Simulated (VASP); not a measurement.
# AlFe: single point with PBEsol

AlFe:

```xyz
2
Lattice="2.9100 0.0000 0.0000 0.0000 2.9100 0.0000 0.0000 0.0000 2.9100" Properties=species:S:1:pos:R:3 pbc="T T T"
Al    0.0000    0.0000    0.0000
Fe    1.4550    1.4550    1.4550
```

```
Program                : VASP 6.6.1
Task                   : single point
Functional             : PBEsol
Potentials or basis    : VASP PAW PBE potentials, release 64 (Al, Fe)
Cutoff                 : 520 eV
k mesh                 : 9 × 9 × 9
Occupations            : gaussian, width 0.15 eV
Spin                   : collinear spin, ferrimagnetic start
Starting moments       : [-0.05, 1.27] μB
Fixed moment           : 1.1 μB
Dipole correction      : no
Further INCAR settings : ALGO = Normal; EDIFF = 1e-06; NBANDS = 16
```

```
Pressure                                              : -8.4 GPa
Net moment                                            : 1.10 μB per cell
Site moments                                          : Al -0.03; Fe +1.16 μB
Valence electrons inside the program's atomic spheres : Al 0.82; Fe 7.35
```

Wall time 12 s on 1 thread of Intel(R) Xeon(R) Platinum 8559C (Emerald Rapids), on a shared host, peak memory 0.16 GiB.

Caveat: the PAW data sets were made with another functional, which shifts forces and pressure a little; the total moment is fixed, so each spin has its own Fermi level.
